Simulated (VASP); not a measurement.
Runs of VASP 6.6.1 on BiP. The structure is that of space group P6_3/mmc (No. 194), or close to it. The cells are those of the table. 

```tsv
level	cell	gap on the mesh (eV)	pressure (GPa)
PBE	a = 4.084, b = 4.084, c = 7.239 Å, angles 90.0, 90.0, 120.0°, 4 atoms	none	(a)
PBE	a = 4.016, b = 4.016, c = 7.192 Å, angles 90.0, 90.0, 120.0°, 4 atoms	none	1.3
PBEsol	a = 4.050, b = 4.050, c = 7.216 Å, angles 90.0, 90.0, 120.0°, 4 atoms	none	-2.9
PBE	a = 3.981, b = 3.981, c = 7.168 Å, angles 90.0, 90.0, 120.0°, 4 atoms	none	(b)
PBE	a = 3.955, b = 3.955, c = 7.151 Å, angles 90.0, 90.0, 120.0°, 4 atoms	none	4.1
```

Alike in all rows: task single point; potentials or basis VASP PAW PBE potentials, release 64 (Bi_d, P); no spin polarisation; k mesh 10 × 10 × 6; cutoff (eV) 520; smearing gaussian 0.05 eV.

Problem. Fill in the values left out.

Solution. (a) -1.3; (b) 2.8.

Caveats: spin-orbit coupling is left out, which moves the levels of the heavy elements; the PAW data sets were made with another functional, which shifts forces and pressure a little (at least some runs); the cell stands under pressure (at least some runs).

A k mesh can miss the band edges, and the runs leave out spin-orbit coupling on Bi.

A gap of «none» marks levels without a gap at the run's occupations.
